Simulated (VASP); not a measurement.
Au: electric field gradients with PBEsol

The system is Au.

```
Au
1.0
     0.00000    4.07000    4.07000
     4.07000    0.00000    4.07000
     4.07000    4.07000    0.00000
Au
8
Direct
  0.00000 0.00000 0.00000
  0.00000 0.00000 0.50000
  0.00000 0.50000 0.00000
  0.00000 0.50000 0.50000
  0.50000 0.00000 0.00000
  0.50000 0.00000 0.50000
  0.50000 0.50000 0.00000
  0.50000 0.50000 0.50000
```

```json
{
 "Program": "VASP 6.6.1",
 "Task": "electric field gradients",
 "Functional": "PBEsol",
 "Potentials or basis": "VASP PAW PBE potentials, release 64 (Au)",
 "Cutoff": "520 eV",
 "k mesh": "3 × 3 × 3",
 "Occupations": "fermi-dirac, width 0.05 eV",
 "Spin": "no spin polarisation",
 "Dipole correction": "no",
 "Further INCAR settings": "ALGO = Normal; EDIFF = 1e-08; NBANDS = 54"
}
```

The pressure is 2.8 GPa and the band gap on the k mesh is zero (bands 44 and 45 overlap by 1.73 eV). The largest electric field gradient by atom is zero within the noise of the run.

Levels at points of the mesh, in eV from the Fermi level:
```csv
k point,band 43,band 44,band 45,band 46,band 47,band 48
"(0.00, 0.00, 0.00)",-1.02,-1.02,-1.02,0.98,0.98,0.98
```

Wall time 73 s on 1 thread of AMD EPYC 7R43 64-Core Processor (Zen 3) (shared host), peak memory 0.27 GiB.

Caveat: the k points lie up to 0.45 Å⁻¹ apart, too coarse for converged energies and pressures of a metal; the PAW data sets were made with another functional, which shifts forces and pressure a little; spin-orbit coupling is left out, which moves the levels of the heavy elements.
